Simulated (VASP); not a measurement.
# ReP2 (P6/mmm) in VASP: notebook

ReP2 is run at these levels: PBE; tasks: single point, relaxation of cell and atoms.

Everything below comes from runs of VASP 6.6.1. Logs are shortened: lines on timing, memory, paths and dates and some standing lists are left out, and cuts for length are marked.

### 1 The cell of the first run

Symmetry: P6/mmm, No. 191, hexagonal system. The conventional cell has a = 4.393 Å, b = 4.393 Å, c = 2.590 Å, α = 90.00°, β = 90.00°, γ = 120.00°. Within 3.3 Å of Re (site symmetry 6/mmm) lie 6 P at 2.54 Å and 2 Re at 2.59 Å. Within 3.3 Å of P (site symmetry -6m2) lie 3 Re at 2.54 Å and 5 P at 2.54 to 2.59 Å.

### 2 Single point, PBE

File INCAR:

```
SYSTEM = ReP2
PREC     = Accurate       ! precision mode
ENCUT    = 520            ! plane-wave cutoff, eV
EDIFF    = 1E-6           ! SCF threshold, eV
ISMEAR   = 0              ! smearing method
SIGMA    = 0.1            ! smearing width, eV
LREAL    = .False.        ! projectors in reciprocal space
LASPH    = .True.         ! aspherical terms in the spheres
NELM     = 100            ! most SCF steps
ALGO     = Normal         ! electronic algorithm
ISIF     = 2              ! what is computed and relaxed
LWAVE    = .False.        ! write WAVECAR
LCHARG   = .True.         ! write CHGCAR
GGA      = PE             ! functional
LELF     = .True.         ! ELF
LVHAR    = .True.       
NBANDS   = 16             ! bands
```

File KPOINTS:

```
Automatic mesh
0
Gamma
  12 12 18
  0 0 0
```

File POSCAR:

```
ReP2
1.0
    4.3932008630      0.0000000000      0.0000000000
   -2.1966004315      3.8046235513      0.0000000000
    0.0000000000      0.0000000000      2.5901595128
Re P
1 2
Direct
    0.0000000000      0.0000000000      0.5000000000
    0.3333333333      0.6666666667      0.5000000000
    0.6666666667      0.3333333333      0.5000000000
```

Potentials or basis: VASP PAW PBE potentials, release 64 (Re, P).

Run with:

```console
$ cat potpaw_PBE.64/Re/POTCAR potpaw_PBE.64/P/POTCAR > POTCAR
$ mpirun -np 1 vasp_std > vasp.out
```

OUTCAR:

```text
SYSTEM = ReP2
   PREC = Accurate
   ENCUT = 520
   EDIFF = 1E-6
   ISMEAR = 0
   LREAL = .False.
   LASPH = .True.
   NELM = 100
   ISIF = 2
   GGA = PE

 ion  position               nearest neighbor table
   1  0.000  0.000  0.500-   2 2.54   3 2.54   3 2.54   2 2.54   3 2.54   2 2.54
   2  0.333  0.667  0.500-   1 2.54   3 2.54   3 2.54   1 2.54   1 2.54   3 2.54
   3  0.667  0.333  0.500-   2 2.54   1 2.54   2 2.54   1 2.54   1 2.54   2 2.54

  LATTYP: Found a hexagonal cell.
 ALAT       =     4.3932008630
 C/A-ratio  =     0.5895836757

  Lattice vectors:

 A1 = (   4.3932008630,   0.0000000000,   0.0000000000)
 A2 = (  -2.1966004315,   3.8046235513,   0.0000000000)
 A3 = (   0.0000000000,   0.0000000000,   2.5901595128)

Analysis of symmetry for initial positions (statically):
=====================================================================
 Subroutine PRICEL returns:
 Original cell was already a primitive cell.

 Routine SETGRP: Setting up the symmetry group for a
 hexagonal supercell.

 Subroutine GETGRP returns: Found 24 space group operations
 (whereof 24 operations were pure point group operations)
 out of a pool of 24 trial point group operations.

The static configuration has the point symmetry D_6h.

Analysis of symmetry for dynamics (positions and initial velocities):
=====================================================================
 Subroutine PRICEL returns:
 Original cell was already a primitive cell.

 Routine SETGRP: Setting up the symmetry group for a
 hexagonal supercell.

 Subroutine GETGRP returns: Found 24 space group operations
 (whereof 24 operations were pure point group operations)
 out of a pool of 24 trial point group operations.

The dynamic configuration has the point symmetry D_6h.

 Subroutine INISYM returns: Found 24 space group operations
 (whereof 24 operations are pure point group operations),
 and found     1 'primitive' translations

----------------------------------------------------------------------------------------

                                     Primitive cell

  volume of cell :      43.2932

  direct lattice vectors                    reciprocal lattice vectors
     4.393200863  0.000000000  0.000000000     0.227624466  0.131419047  0.000000000
    -2.196600431  3.804623551  0.000000000     0.000000000  0.262838093  0.000000000
     0.000000000  0.000000000  2.590159513     0.000000000  0.000000000  0.386076608

  length of vectors
     4.393200863  4.393200863  2.590159513     0.262838093  0.262838093  0.386076608

  position of ions in fractional coordinates (direct lattice)
     0.000000000  0.000000000  0.500000000
     0.333333333  0.666666667  0.500000000
     0.666666667  0.333333333  0.500000000

  ion indices of the primitive-cell ions
   primitive index   ion index
                 1           1
                 2           2
                 3           3

----------------------------------------------------------------------------------------

 KPOINTS: Automatic mesh

Automatic generation of k-mesh.
 Grid dimensions read from file:
 generate k-points for:   12   12   18

 Generating k-lattice:

  Cartesian coordinates                     Fractional coordinates (reciprocal lattice)
     0.018968705  0.010951587  0.000000000     0.083333333  0.000000000  0.000000000
     0.000000000  0.021903174  0.000000000     0.000000000  0.083333333  0.000000000
     0.000000000  0.000000000  0.021448700     0.000000000  0.000000000  0.055555556

  Length of vectors
     0.021903174  0.021903174  0.021448700

  Shift w.r.t. Gamma in fractional coordinates (k-lattice)
     0.000000000  0.000000000  0.000000000

 Subroutine IBZKPT returns following result:
 ===========================================

 Found    190 irreducible k-points:

 Following reciprocal coordinates:
            Coordinates               Weight
  0.000000  0.000000  0.000000      1.000000
  0.083333 -0.000000  0.000000      6.000000
  0.166667  0.000000  0.000000      6.000000
  0.250000  0.000000  0.000000      6.000000
  0.333333  0.000000  0.000000      6.000000
  0.416667 -0.000000  0.000000      6.000000
[... 16 lines left out ...]
  0.250000  0.000000  0.055556     12.000000
  0.333333  0.000000  0.055556     12.000000
 [... further k-points ...]
   k-points           NKPTS =    190   k-points in BZ     NKDIM =    190   number of bands    NBANDS=     16
   number of dos      NEDOS =    301   number of ions     NIONS =      3
   total plane-waves  NPLWV =  25920
   dimension x,y,z NGX =    36 NGY =   36 NGZ =   20
   dimension x,y,z NGXF=    72 NGYF=   72 NGZF=   40
   ions per type =               1   2
   NGX,Y,Z   is equivalent  to a cutoff of  13.62, 13.62, 12.84 a.u.
   NGXF,Y,Z  is equivalent  to a cutoff of  27.25, 27.25, 25.67 a.u.
 SYSTEM =  ReP2
   PREC   = accura    normal or accurate (medium, high low for compatibility)
   ISTART =      0    job   : 0-new  1-cont  2-samecut
   ICHARG =      2    charge: 1-file 2-atom 10-const
   ISPIN  =      1    spin polarized calculation?
   LNONCOLLINEAR =      F non collinear calculations
   LSORBIT =      F    spin-orbit coupling
   LASPH  =      T    aspherical Exc in radial PAW
   ENCUT  =  520.0 eV  38.22 Ry    6.18 a.u.   8.17  8.17  4.82*2*pi/ulx,y,z
   NELM   =    100;   NELMIN=  2; NELMDL= -5     # of ELM steps
   EDIFF  = 0.1E-05   stopping-criterion for ELM
   LREAL  =      F    real-space projection
   EDIFFG = 0.1E-04   stopping-criterion for IOM
   NSW    =      0    number of steps for IOM
   IBRION =     -1    ionic relax: 0-MD 1-quasi-New 2-CG
   NFREE  =      0    steps in history (QN), initial steepest desc. (CG)
   ISIF   =      2    stress and relaxation
   ISYM   =      2    0-nonsym 1-usesym 2-fastsym
   POTIM  = 0.5000    time-step for ionic-motion
   TEBEG  =    0.0;   TEEND  =   0.0 temperature during run
   PSTRESS=    0.0 pullay stress
   NELECT =      17.0000    total number of electrons
   NUPDOWN=      -1.0000    fix difference up-down
   EMIN   =  10.00;   EMAX   =-10.00  energy-range for DOS
   EFERMI =   0.00;   METHOD = LEGACY
   ISMEAR =     0;   SIGMA  =   0.10  broadening in eV -4-tet -1-fermi 0-gaus
   EFERMI_NEDOS =   21; number of points for ismear=-14 and -15
   IALGO  =     38    algorithm
   IMIX   =      4    mixing-type and parameters
     AMIX     =   0.40;   BMIX     =  1.00
     AMIX_MAG =   1.60;   BMIX_MAG =  1.00
  volume/ion in A,a.u.               =      14.43        97.39
  Fermi-wavevector in a.u.,A,eV,Ry     =   1.198813  2.265428 19.553643  1.437152
  Thomas-Fermi vector in A             =   2.334692
   LORBIT       =      0    0 simple, 1 ext, 2 COOP (PROOUT), +10 PAW based schemes
   GGA     = PE    functional components
   LHFCALC =     F    Hartree Fock is set to
   AEXX    =    0.0000 exact exchange contribution
   IVDW    =     0    specifies the selected vdW correction
   LEPSILON=     F    determine dielectric tensor
   LRPA    =     F    only Hartree local field effects (RPA)
 non-spin polarized calculation
 Gauss-broadening in eV      SIGMA  =   0.10
  energy-cutoff  :      520.00
  volume of cell :       43.29
 maximum number of plane-waves:      1188
 NGX is ok and might be reduce to    36
   NGX = 17   NGY = 17   NGZ =  9

 number of electron      17.0000000 magnetization

 Free energy of the ion-electron system (eV)
  ---------------------------------------------------
  ext. energy  EPLUGINS =         0.00000000
  ---------------------------------------------------
  free energy    TOTEN  =       -22.41477603 eV

  energy without entropy =      -22.40719712  energy(sigma->0) =      -22.41098658

 E-fermi :   9.4266     XC(G=0): -12.2008

 val. band max:        9.4231090146   @ k =   0.3333   0.2500   0.3333
 cond. band min:       9.4280773198   @ k =   0.1667   0.1667   0.1111
 fundamental gap:      0.0049683052
 Fermi energy:         9.4265871066

 k-point     1 :       0.0000    0.0000    0.0000
  band No.  band energies     occupation
      1      -6.2602      2.00000
      2       0.5477      2.00000
      3       1.7214      2.00000
      4       1.7214      2.00000
      5       4.3549      2.00000
      6       7.3164      2.00000
[... 8 lines left out ...]
     15      18.5159      0.00000
     16      21.4332      0.00000

 k-point     2 :       0.0833   -0.0000    0.0000
  band No.  band energies     occupation
      1      -6.1878      2.00000
      2      -0.0413      2.00000
      3       1.7684      2.00000
      4       2.4095      2.00000
      5       4.3377      2.00000
      6       6.8659      2.00000
[... 8 lines left out ...]
     15      18.4479      0.00000
     16      20.8068      0.00000

 k-point     3 :       0.1667    0.0000    0.0000
  band No.  band energies     occupation
      1      -5.9741      2.00000
      2      -0.8937      2.00000
      3       1.9043      2.00000
      4       3.4907      2.00000
      5       4.2853      2.00000
      6       6.0433      2.00000
[... 8 lines left out ...]
     15      18.1363      0.00000
     16      19.5059      0.00000

 k-point     4 :       0.2500    0.0000    0.0000
  band No.  band energies     occupation
      1      -5.6298      2.00000
      2      -1.6997      2.00000
      3       2.1113      2.00000
      4       3.7777      2.00000
      5       4.6534      2.00000
      6       5.7406      2.00000
[... 8 lines left out ...]
     15      17.0639      0.00000
     16      18.7893      0.00000
[... 324 lines left out ...]
 k-point    22 :       0.1667    0.0000    0.0556
  band No.  band energies     occupation
      1      -5.9135      2.00000
      2      -0.8363      2.00000
      3       1.9496      2.00000
      4       3.5419      2.00000
      5       4.4462      2.00000
      6       6.0604      2.00000
[... 8 lines left out ...]
     15      18.6430      0.00000
     16      19.8049      0.00000

 k-point    23 :       0.2500    0.0000    0.0556
  band No.  band energies     occupation
      1      -5.5697      2.00000
      2      -1.6424      2.00000
      3       2.1562      2.00000
      4       3.8865      2.00000
      5       4.7516      2.00000
      6       5.7745      2.00000
[... 8 lines left out ...]
     15      17.3575      0.00000
     16      18.8988      0.00000

 k-point    24 :       0.3333    0.0000    0.0556
  band No.  band energies     occupation
      1      -5.1167      2.00000
      2      -2.3849      2.00000
      3       2.3972      2.00000
      4       3.3771      2.00000
      5       4.8825      2.00000
      6       6.1362      2.00000
[... 8 lines left out ...]
     15      17.7117      0.00000
     16      17.7829      0.00000

 [... further k-points ...]

------------------------ aborting loop because EDIFF is reached ----------------------------------------

  FORCE on cell =-STRESS in cart. coord.  units (eV):
  Direction    XX          YY          ZZ          XY          YZ          ZX
  --------------------------------------------------------------------------------------
  -------------------------------------------------------------------------------------
  Total        0.1009843      0.1009843     -0.0966907      0.0000000      0.0000000     -0.0000000
  in kB        3.7371906      3.7371906     -3.5782938      0.0000000      0.0000000     -0.0000000
  external PRESSURE =       1.2986958 kB  Pullay stress =       0.0000000 kB

 VOLUME and BASIS-vectors are now :
 -----------------------------------------------------------------------------
  energy-cutoff  :      520.00
  volume of cell :       43.29
      direct lattice vectors                 reciprocal lattice vectors
     4.393200863  0.000000000  0.000000000     0.227624466  0.131419047  0.000000000
    -2.196600431  3.804623551  0.000000000     0.000000000  0.262838093  0.000000000
     0.000000000  0.000000000  2.590159513     0.000000000  0.000000000  0.386076608

 POSITION                                       TOTAL-FORCE (eV/Angst)
 -----------------------------------------------------------------------------------
      0.00000      0.00000      1.29508        -0.000000     -0.000000     -0.000000
     -0.00000      2.53642      1.29508         0.000000      0.000000      0.000000
      2.19660      1.26821      1.29508        -0.000000      0.000000     -0.000000
 -----------------------------------------------------------------------------------
    total drift:                                0.000000     -0.000000     -0.000000

  FREE ENERGIE OF THE ION-ELECTRON SYSTEM (eV)
  ---------------------------------------------------
  free  energy   TOTEN  =       -22.4147760288 eV

  energy  without entropy=      -22.4071971247  energy(sigma->0) =      -22.41098658
```

Wall time 1.7 min (1 thread of Intel Xeon Platinum 8259CL at 2.50GHz (Skylake/Cascade Lake), shared host); peak memory 0.26 GiB.

What came out:

```
Free energy : -22.4148 eV
Pressure    : 0.1 GPa
```

Levels at points of the mesh, in eV from the Fermi level:
```tsv
k point	band 7	band 8	band 9	band 10	band 11	band 12
(0.00, 0.00, 0.00)	-2.11	1.53	1.53	2.42	2.79	2.79
(0.50, 0.00, 0.00)	-0.08	0.71	0.82	1.45	4.77	5.12
(0.00, 0.00, 0.50)	-3.59	-2.80	0.89	0.89	3.42	3.42
(0.50, 0.00, 0.50)	-4.02	-2.48	-0.83	1.87	2.02	3.46
```

Caveat: spin-orbit coupling is left out, which moves the levels of the heavy elements.

(Part 1 of 3 ends here.)
